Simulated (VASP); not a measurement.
The system is TiCo3.

```
Ti Co
1.0
     3.73605    0.00000    0.00000
     0.00000    3.73605    0.00000
     0.00000    0.00000    3.73605
Ti Co
1 3
Cartesian
  0.0000 0.0000 0.0000
  0.0000 1.8680 1.8680
  1.8680 0.0000 1.8680
  1.8680 1.8680 0.0000
```

Base run:

```yaml
Program: VASP 6.6.1
Functional: PBEsol
Potentials_or_basis: VASP PAW PBE potentials, release 64 (Ti_sv, Co)
Cutoff: 520 eV
k_mesh: 12 × 12 × 12
Occupations: gaussian, width 0.15 eV
Spin: collinear spin, ferromagnetic start
Starting_moments: "[0.2, 0.44, 0.44, 0.44] μB"
Fixed_moment: 1.52 μB
```

Its results: pressure -26.7 GPa; site moments Ti -0.34; Co +0.67 μB.

Question: The run is repeated on the same cell with these changes: fixed moment from 1.52 μB to 3.04 μB; moments at the start from [0.2, 0.44, 0.44, 0.44] to [0.4, 0.88, 0.88, 0.88]. What comes out?

Answer: Pressure -23.3 GPa; site moments Ti -0.48; Co +1.23 μB.

Caveats: the cell stands under tension; the PAW data sets were made with another functional, which shifts forces and pressure a little; the total moment is fixed, so each spin has its own Fermi level and the state may be an excited one.
